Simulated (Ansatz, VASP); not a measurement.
One calculation of RbCl, two programs

```
CELL_PARAMETERS angstrom
0.00000 3.27400 3.27400
3.27400 0.00000 3.27400
3.27400 3.27400 0.00000
ATOMIC_POSITIONS crystal
Rb 0.00000 0.00000 0.00000
Cl 0.50000 0.50000 0.50000
```

Alike in both runs: task electric field gradients; functional PBE; k mesh 7 × 7 × 7; occupations fermi-dirac, width 0.02 eV; no spin polarisation.

|  | VASP | Ansatz |
| --- | --- | --- |
| version | VASP 6.6.1 | Ansatz 0.2.0 |
| potentials or method | VASP PAW PBE potentials, release 64 (Rb_sv, Cl) | plane-wave PAW, scalar-relativistic |
| plane-wave cutoff (eV) | 400 | 420 |
| valence electrons in the cell | 16 | 16 |

```csv
,VASP,Ansatz,Ansatz less VASP
gap on the k mesh at the Fermi level (eV),5.05,5.05,+0.004
pressure (GPa),1.2,1.2,-0.01
```

Ansatz's warnings: stress scf threshold loose.
